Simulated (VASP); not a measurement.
Set up this calculation in VASP 6.6.1, as the native input.

- Task: single point
- Functional: PBE
- Potentials or basis: VASP PAW PBE potentials, release 64 (Al, Ge_d, Sb, H)
- Cutoff: 520 eV
- k mesh: 10 × 10 × 10
- Occupations: gaussian, width 0.1 eV
- Spin: no spin polarisation
- Dipole correction: no
- Further INCAR settings: ALGO = Normal; EDIFF = 1e-06; NBANDS = 20

The structure of AlGeSbH2 lies in POSCAR:

```
AlGeSbH2
1.0
   -2.3833897802      2.3833897802      3.3636757509
    2.3833897802     -2.3833897802      3.3636757509
    2.3833897802      2.3833897802     -3.3636757509
Al Ge Sb H
1 1 1 2
Direct
    0.0000000000      0.0000000000      0.0000000000
    0.2500000000      0.7500000000      0.5000000000
    0.7500000000      0.2500000000      0.5000000000
    0.5570613444      0.5570613444      0.0000000000
    0.4429386556      0.4429386556      0.0000000000
```

The cell was built from a structure type or drawn by symmetry, and may not be a known phase.

One way to write it, as run:

INCAR

```
SYSTEM = AlGeSbH2
PREC = Accurate
ENCUT = 520
EDIFF = 1E-6
ISMEAR = 0
SIGMA = 0.1
LREAL = .False.
LASPH = .True.
NELM = 60
ALGO = Normal
ISIF = 2
LWAVE = .False.
LCHARG = .False.
GGA = PE
NBANDS = 20
```

KPOINTS

```
regular mesh
0
Gamma
  10 10 10
  0 0 0
```

Potentials or basis: VASP PAW PBE potentials, release 64 (Al, Ge_d, Sb, H).

Launch:

```bash
$ cat potpaw_PBE.64/Al/POTCAR potpaw_PBE.64/Ge_d/POTCAR potpaw_PBE.64/Sb/POTCAR potpaw_PBE.64/H/POTCAR > POTCAR
$ mpirun -np 1 vasp_std > vasp.out
```

Results of the run:

```json
{"Pressure": "0.0 GPa", "Largest force": "0.004 eV/Å", "Band gap on the k mesh": "zero (bands 12 and 13 overlap by 3.09 eV)"}
```

Caveat: spin-orbit coupling is left out, which moves the levels of the heavy elements.

Run time: 110 s on 1 thread of Oxide Virtual Turin-like Processor (shared host), peak memory 0.3 GiB.
